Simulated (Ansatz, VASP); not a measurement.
# Two plane-wave programs on F

File INCAR:

```
ALGO = Normal ; EDIFF = 1E-6
ENCUT = 520 ; GGA = PS
ISIF = 2 ; ISMEAR = 0
LASPH = True ; LCHARG = True
LELF = True ; LREAL = False
LVHAR = True ; LWAVE = False
NBANDS = 22 ; NELM = 80
PREC = Accurate ; SIGMA = 0.05
```

The input KPOINTS:

```
k-points
0
Gamma
  4 4 2
```

POSCAR

```
F
1.0
    3.3966875081     -1.8017468616     -0.2619818433
    3.3966875081      1.8017468616     -0.2619818433
   -2.5990803272      0.0000000000      7.2341568910
F
4
Direct
    0.0848459664      0.0848459664      0.0940038325
    0.9151540336      0.9151540336      0.9059961675
    0.5015719855      0.5015719855      0.5937195244
    0.4984280145      0.4984280145      0.4062804756
```

Input for Ansatz:

```yaml
crystal:
  lattice:
    - [3.3966875081, -1.8017468616, -0.2619818433]
    - [3.3966875081, 1.8017468616, -0.2619818433]
    - [-2.5990803272, 0.0, 7.234156891]
  atoms:
    - { symbol: F, position: [0.0848459664, 0.0848459664, 0.0940038325] }
    - { symbol: F, position: [0.9151540336, 0.9151540336, 0.9059961675] }
    - { symbol: F, position: [0.5015719855, 0.5015719855, 0.5937195244] }
    - { symbol: F, position: [0.4984280145, 0.4984280145, 0.4062804756] }
basis:
  ecutwfc: 520.0
kpoints:
  mp_grid: { grid: [4, 4, 2] }
hamiltonian:
  xc: pbesol
scf:
  occupations: { method: gaussian, width: 0.05 }
output:
  forces: true
  stress: true
  eigenvalues: true
```

Change from the starting cell: volume 21.523 Å^3 an atom, stretch along a over the lengths across it, relative to the relaxed cell 1.0835.

Alike in both runs: task single point; functional PBEsol; k mesh 4 × 4 × 2; occupations gaussian, width 0.05 eV; no spin polarisation.

|  | VASP | Ansatz |
| --- | --- | --- |
| version | VASP 6.6.1 | Ansatz 0.2.0 |
| potentials or method | VASP PAW PBE potentials, release 64 (F), cutoff 520 eV | scalar-relativistic, plane waves, PAW |
| valence electrons in the cell | 28 | 28 |

Ansatz gave:

- gap on the k mesh at the Fermi level (eV): 2.82
- least direct gap on the mesh (eV): 2.89
- pressure (GPa): -2.1
- traceless stress, the component that is largest in VASP (GPa): -3.02
- rms of the force components (eV/Å): 0.633

Question: What did VASP give for the same quantities?

Answer: gap on the k mesh at the Fermi level (eV): 2.75; least direct gap on the mesh (eV): 2.82; pressure (GPa): -1.8; traceless stress, the component that is largest in VASP (GPa): -1.99; rms of the force components (eV/Å): 0.421.

VASP's potentials were made for PBE, not for PBEsol. Atom by atom the forces differ by 0.212 eV/Å (rms over components). With one functional, cell and mesh, what is left measures potentials, basis and numerics.

The k mesh is coarse, so the values compare programs but aren't converged.
